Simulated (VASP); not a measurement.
**SnO2: single point with r2SCAN**

SnO2:

```
CELL_PARAMETERS angstrom
0.00000 2.53936 2.53936
2.53936 0.00000 2.53936
2.53936 2.53936 0.00000
ATOMIC_POSITIONS crystal
Sn 0.00000 0.00000 0.00000
O 0.75000 0.75000 0.75000
O 0.25000 0.25000 0.25000
```

```json
{
 "Program": "VASP 6.6.1",
 "Task": "single point",
 "Functional": "r2SCAN",
 "Potentials or basis": "VASP PAW PBE potentials, release 64 (Sn_d, O_h)",
 "Cutoff": "1480 eV",
 "k mesh": "9 × 9 × 9",
 "Occupations": "fermi-dirac, width 0.05 eV",
 "Spin": "no spin polarisation"
}
```

```
Pressure               : -0.4 GPa
Band gap on the k mesh : 0.88 eV (least direct gap 2.21 eV)
```

Levels at points of the mesh, in eV from the valence-band top:
| k point | band 9 | band 10 | band 11 | band 12 | band 13 | band 14 | band 15 | band 16 | band 17 | band 18 |
| --- | --- | --- | --- | --- | --- | --- | --- | --- | --- | --- |
| (0.00, 0.00, 0.00) | -2.92 | -2.92 | -1.33 | -1.33 | -1.33 | 0.88 | 7.97 | 7.97 | 7.97 | 13.95 |

It took 8.2 min on 1 thread of AMD EPYC 7R43 64-Core Processor (Zen 3), on a shared host, peak memory 0.39 GiB.

Caveat: the PAW data sets were made with another functional, which shifts forces and pressure a little; spin-orbit coupling is left out, which moves the levels of the heavy elements; an odd mesh through Γ misses points on the zone boundary, where band edges can lie.
